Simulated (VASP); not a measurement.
# W (Fm-3m) in VASP: a series of runs

The runs below take W through single point, with revPBE.

Everything below comes from runs of VASP 6.6.1. Logs are shortened: lines on timing, memory, paths and dates and some standing lists are left out, and cuts for length are marked.

**1. The cell of the first run**

Symmetry: Fm-3m, No. 225, cubic system. Conventional cell: a = 3.939 Å, b = 3.939 Å, c = 3.939 Å, α = 90.00°, β = 90.00°, γ = 90.00°. Within 3.7 Å of W (site symmetry m-3m) lie 12 W at 2.79 Å.

**2. Single point, revPBE (volume scaled by 0.92)**

INCAR

```
SYSTEM = W
  PREC = Accurate
  ENCUT = 520
  EDIFF = 1E-6
  ISMEAR = -1
  SIGMA = 0.1
  LREAL = .False.
  LASPH = .True.
  NELM = 80
  ALGO = Normal
  ISIF = 2
  LWAVE = .False.
  LCHARG = .False.
  GGA = RE
  NBANDS = 13
```

KPOINTS

```
regular mesh
0
Gamma
  15 15 15
  0 0 0
```

POSCAR

```
W
1.0
    0.0000000000      1.9696863875      1.9696863875
    1.9696863875      0.0000000000      1.9696863875
    1.9696863875      1.9696863875      0.0000000000
W
1
Direct
    0.0000000000      0.0000000000      0.0000000000
```

Potentials or basis: VASP PAW PBE potentials, release 64 (W_sv).

On the command line:

```sh
> cat potpaw_PBE.64/W_sv/POTCAR > POTCAR
> mpirun -np 1 vasp_std > vasp.out
```

OUTCAR:

```text
SYSTEM = W
   PREC = Accurate
   ENCUT = 520
   EDIFF = 1E-6
   ISMEAR = -1
   LREAL = .False.
   LASPH = .True.
   NELM = 80
   ISIF = 2
   GGA = RE

 ion  position               nearest neighbor table
   1  0.000  0.000  0.000-

  LATTYP: Found a face centered cubic cell.
 ALAT       =     3.9393727750

  Lattice vectors:

 A1 = (   0.0000000000,   1.9696863875,   1.9696863875)
 A2 = (   1.9696863875,   0.0000000000,   1.9696863875)
 A3 = (   1.9696863875,   1.9696863875,   0.0000000000)

Analysis of symmetry for initial positions (statically):
=====================================================================
 Subroutine PRICEL returns:
 Original cell was already a primitive cell.

 Routine SETGRP: Setting up the symmetry group for a
 face centered cubic supercell.

 Subroutine GETGRP returns: Found 48 space group operations
 (whereof 48 operations were pure point group operations)
 out of a pool of 48 trial point group operations.

The static configuration has the point symmetry O_h .

Analysis of symmetry for dynamics (positions and initial velocities):
=====================================================================
 Subroutine PRICEL returns:
 Original cell was already a primitive cell.

 Routine SETGRP: Setting up the symmetry group for a
 face centered cubic supercell.

 Subroutine GETGRP returns: Found 48 space group operations
 (whereof 48 operations were pure point group operations)
 out of a pool of 48 trial point group operations.

The dynamic configuration has the point symmetry O_h .

 Subroutine INISYM returns: Found 48 space group operations
 (whereof 48 operations are pure point group operations),
 and found     1 'primitive' translations

----------------------------------------------------------------------------------------

                                     Primitive cell

  volume of cell :      15.2834

  direct lattice vectors                    reciprocal lattice vectors
     0.000000000  1.969686387  1.969686387    -0.253847518  0.253847518  0.253847518
     1.969686387  0.000000000  1.969686387     0.253847518 -0.253847518  0.253847518
     1.969686387  1.969686387  0.000000000     0.253847518  0.253847518 -0.253847518

  length of vectors
     2.785557203  2.785557203  2.785557203     0.439676798  0.439676798  0.439676798

  position of ions in fractional coordinates (direct lattice)
     0.000000000  0.000000000  0.000000000

  ion indices of the primitive-cell ions
   primitive index   ion index
                 1           1

----------------------------------------------------------------------------------------

 KPOINTS: regular mesh

Automatic generation of k-mesh.
 Grid dimensions read from file:
 generate k-points for:   15   15   15

 Generating k-lattice:

  Cartesian coordinates                     Fractional coordinates (reciprocal lattice)
    -0.016923168  0.016923168  0.016923168     0.066666667  0.000000000  0.000000000
     0.016923168 -0.016923168  0.016923168     0.000000000  0.066666667  0.000000000
     0.016923168  0.016923168 -0.016923168     0.000000000  0.000000000  0.066666667

  Length of vectors
     0.029311787  0.029311787  0.029311787

  Shift w.r.t. Gamma in fractional coordinates (k-lattice)
     0.000000000  0.000000000  0.000000000

 Subroutine IBZKPT returns following result:
 ===========================================

 Found    120 irreducible k-points:

 Following reciprocal coordinates:
            Coordinates               Weight
  0.000000  0.000000  0.000000      1.000000
  0.066667  0.000000  0.000000      8.000000
  0.133333  0.000000  0.000000      8.000000
  0.200000  0.000000  0.000000      8.000000
  0.266667  0.000000  0.000000      8.000000
  0.333333  0.000000  0.000000      8.000000
[... 16 lines left out ...]
  0.133333  0.133333  0.000000      6.000000
  0.200000  0.133333  0.000000     24.000000
 [... further k-points ...]
   k-points           NKPTS =    120   k-points in BZ     NKDIM =    120   number of bands    NBANDS=     13
   number of dos      NEDOS =    301   number of ions     NIONS =      1
   total plane-waves  NPLWV =  13824
   dimension x,y,z NGX =    24 NGY =   24 NGZ =   24
   dimension x,y,z NGXF=    48 NGYF=   48 NGZF=   48
   ions per type =               1
   NGX,Y,Z   is equivalent  to a cutoff of  14.32, 14.32, 14.32 a.u.
   NGXF,Y,Z  is equivalent  to a cutoff of  28.65, 28.65, 28.65 a.u.
 SYSTEM =  W
   PREC   = accura    normal or accurate (medium, high low for compatibility)
   ISTART =      0    job   : 0-new  1-cont  2-samecut
   ICHARG =      2    charge: 1-file 2-atom 10-const
   ISPIN  =      1    spin polarized calculation?
   LNONCOLLINEAR =      F non collinear calculations
   LSORBIT =      F    spin-orbit coupling
   LASPH  =      T    aspherical Exc in radial PAW
   ENCUT  =  520.0 eV  38.22 Ry    6.18 a.u.   5.18  5.18  5.18*2*pi/ulx,y,z
   NELM   =     80;   NELMIN=  2; NELMDL= -5     # of ELM steps
   EDIFF  = 0.1E-05   stopping-criterion for ELM
   LREAL  =      F    real-space projection
   EDIFFG = 0.1E-04   stopping-criterion for IOM
   NSW    =      0    number of steps for IOM
   IBRION =     -1    ionic relax: 0-MD 1-quasi-New 2-CG
   NFREE  =      0    steps in history (QN), initial steepest desc. (CG)
   ISIF   =      2    stress and relaxation
   ISYM   =      2    0-nonsym 1-usesym 2-fastsym
   POTIM  = 0.5000    time-step for ionic-motion
   TEBEG  =    0.0;   TEEND  =   0.0 temperature during run
   PSTRESS=    0.0 pullay stress
   NELECT =      14.0000    total number of electrons
   NUPDOWN=      -1.0000    fix difference up-down
   EMIN   =  10.00;   EMAX   =-10.00  energy-range for DOS
   EFERMI =   0.00;   METHOD = LEGACY
   ISMEAR =    -1;   SIGMA  =   0.10  broadening in eV -4-tet -1-fermi 0-gaus
   EFERMI_NEDOS =   21; number of points for ismear=-14 and -15
   IALGO  =     38    algorithm
   IMIX   =      4    mixing-type and parameters
     AMIX     =   0.40;   BMIX     =  1.00
     AMIX_MAG =   1.60;   BMIX_MAG =  1.00
  volume/ion in A,a.u.               =      15.28       103.14
  Fermi-wavevector in a.u.,A,eV,Ry     =   1.589927  3.004526 34.393716  2.527867
  Thomas-Fermi vector in A             =   2.688701
   LORBIT       =      0    0 simple, 1 ext, 2 COOP (PROOUT), +10 PAW based schemes
   GGA     = RE    functional components
   LHFCALC =     F    Hartree Fock is set to
   AEXX    =    0.0000 exact exchange contribution
   IVDW    =     0    specifies the selected vdW correction
   LEPSILON=     F    determine dielectric tensor
   LRPA    =     F    only Hartree local field effects (RPA)
 non-spin polarized calculation
  energy-cutoff  :      520.00
  volume of cell :       15.28
 maximum number of plane-waves:       424
 NGX is ok and might be reduce to    24
   NGX = 11   NGY = 11   NGZ = 11

 number of electron      13.9999999 magnetization

 Free energy of the ion-electron system (eV)
  ---------------------------------------------------
  ext. energy  EPLUGINS =         0.00000000
  ---------------------------------------------------
  free energy    TOTEN  =       -11.94621127 eV

  energy without entropy =      -11.91191084  energy(sigma->0) =      -11.92906105

 E-fermi :  11.5675     XC(G=0): -13.8002

 val. band max:       11.5557621865   @ k =   0.2000   0.0667   0.0000
 cond. band min:      11.5761592202   @ k =   0.2667   0.0667   0.0000
 fundamental gap:      0.0203970338
 Fermi energy:        11.5675008381

 k-point     1 :       0.0000    0.0000    0.0000
  band No.  band energies     occupation
      1     -61.9990      2.00000
      2     -25.5246      2.00000
      3     -25.5246      2.00000
      4     -25.5246      2.00000
      5       2.1948      2.00000
      6      10.9093      1.99723
      7      10.9093      1.99723
      8      10.9093      1.99723
      9      14.3764      0.00000
     10      14.3764      0.00000
     11      24.3938      0.00000
     12      29.9890      0.00000
     13      29.9890      0.00000

 k-point     2 :       0.0667    0.0000    0.0000
  band No.  band energies     occupation
      1     -61.9927      2.00000
      2     -25.5927      2.00000
      3     -25.5331      2.00000
      4     -25.5331      2.00000
      5       2.4077      2.00000
      6      10.7408      1.99949
      7      11.0090      1.99252
      8      11.0090      1.99252
      9      14.2793      0.00000
     10      14.2793      0.00000
     11      24.8249      0.00000
     12      29.1144      0.00000
     13      30.3919      0.00000

 k-point     3 :       0.1333    0.0000    0.0000
  band No.  band energies     occupation
      1     -61.9749      2.00000
      2     -25.7821      2.00000
      3     -25.5570      2.00000
      4     -25.5570      2.00000
      5       3.0086      2.00000
      6      10.3406      1.99999
      7      11.2488      1.92069
      8      11.2488      1.92069
      9      14.0931      0.00000
     10      14.0931      0.00000
     11      25.8684      0.00000
     12      27.7390      0.00000
     13      31.5407      0.00000
[... 305 lines left out ...]
 k-point    23 :       0.1333    0.1333    0.0000
  band No.  band energies     occupation
      1     -61.9669      2.00000
      2     -25.7751      2.00000
      3     -25.6135      2.00000
      4     -25.6135      2.00000
      5       3.2845      2.00000
      6       9.8844      2.00000
      7      11.5956      0.86047
      8      11.5956      0.86047
      9      13.0705      0.00000
     10      14.7530      0.00000
     11      26.5627      0.00000
     12      28.8961      0.00000
     13      30.7523      0.00000

 k-point    24 :       0.2000    0.1333    0.0000
  band No.  band energies     occupation
      1     -61.9474      2.00000
      2     -25.9519      2.00000
      3     -25.6581      2.00000
      4     -25.6462      2.00000
      5       3.9476      2.00000
      6       9.4534      2.00000
      7      11.7618      0.25060
      8      11.9318      0.05101
      9      12.7918      0.00001
     10      14.9414      0.00000
     11      27.6345      0.00000
     12      28.2586      0.00000
     13      31.3694      0.00000

 [... further k-points ...]

------------------------ aborting loop because EDIFF is reached ----------------------------------------

  FORCE on cell =-STRESS in cart. coord.  units (eV):
  Direction    XX          YY          ZZ          XY          YZ          ZX
  --------------------------------------------------------------------------------------
  -------------------------------------------------------------------------------------
  Total        2.6411956      2.6411956      2.6411956      0.0000000     -0.0000000      0.0000000
  in kB      276.8789289    276.8789289    276.8789289      0.0000000     -0.0000000      0.0000000
  external PRESSURE =     276.8789289 kB  Pullay stress =       0.0000000 kB

 VOLUME and BASIS-vectors are now :
 -----------------------------------------------------------------------------
  energy-cutoff  :      520.00
  volume of cell :       15.28
      direct lattice vectors                 reciprocal lattice vectors
     0.000000000  1.969686387  1.969686387    -0.253847518  0.253847518  0.253847518
     1.969686387  0.000000000  1.969686387     0.253847518 -0.253847518  0.253847518
     1.969686387  1.969686387  0.000000000     0.253847518  0.253847518 -0.253847518

 POSITION                                       TOTAL-FORCE (eV/Angst)
 -----------------------------------------------------------------------------------
      0.00000      0.00000      0.00000         0.000000      0.000000      0.000000
 -----------------------------------------------------------------------------------
    total drift:                               -0.000000      0.000000      0.000000

  FREE ENERGIE OF THE ION-ELECTRON SYSTEM (eV)
  ---------------------------------------------------
  free  energy   TOTEN  =       -11.9462112668 eV

  energy  without entropy=      -11.9119108380  energy(sigma->0) =      -11.92906105
```

Wall time 24 s (1 thread of Intel Xeon 8259CL, shared host); peak memory 0.15 GiB.

Results:

```
Free energy            : -11.9462 eV
Pressure               : 27.7 GPa
Band gap on the k mesh : zero (band 7 reaches 14.80 eV, above the bottom of band 8 at 10.91 eV)
```

Levels at points of the mesh, in eV from the Fermi level:
```
           k point  band 5  band 6  band 7  band 8  band 9  band 10
(0.00, 0.00, 0.00)   -9.37   -0.66   -0.66   -0.66    2.81     2.81
```

Caveat: the PAW data sets were made with another functional, which shifts forces and pressure a little; spin-orbit coupling is left out, which moves the levels of the heavy elements.

**3. Single point, revPBE (volume scaled by 0.96)**

INCAR

```
SYSTEM = W
  PREC = Accurate
  ENCUT = 520
  EDIFF = 1E-6
  ISMEAR = -1
  SIGMA = 0.1
  LREAL = .FALSE.
  LASPH = .TRUE.
  NELM = 60
  ALGO = Normal
  ISIF = 2
  LWAVE = .FALSE.
  LCHARG = .FALSE.
  GGA = RE
  NBANDS = 13
```

KPOINTS

```
Automatic mesh
0
G
  15 15 15
  0 0 0
```

POSCAR

```
W
1.0
    0.0000000000      1.9978285666      1.9978285666
    1.9978285666      0.0000000000      1.9978285666
    1.9978285666      1.9978285666      0.0000000000
W
1
Direct
    0.0000000000      0.0000000000      0.0000000000
```

Potentials or basis: VASP PAW PBE potentials, release 64 (W_sv).

On the command line:

```sh
> cat potpaw_PBE.64/W_sv/POTCAR > POTCAR
> mpirun -np 1 vasp_std > vasp.out
```

Wall time 28 s (1 thread of Intel Xeon 8259CL, shared host); peak memory 0.15 GiB.

It converged, with:

```yaml
Free_energy: -12.0291 eV
Pressure: 12.6 GPa
Band_gap_on_the_k_mesh: zero (band 7 reaches 13.92 eV, above the bottom of band 8 at 10.36 eV)
```

Levels at points of the mesh, in eV from the Fermi level:
```
           k point  band 4  band 5  band 6  band 7  band 8  band 9  band 10  band 11
(0.00, 0.00, 0.00)  -37.24   -9.16   -0.60   -0.60   -0.60    2.66     2.66    12.77
```

Caveat: the PAW data sets were made with another functional, which shifts forces and pressure a little; spin-orbit coupling is left out, which moves the levels of the heavy elements.
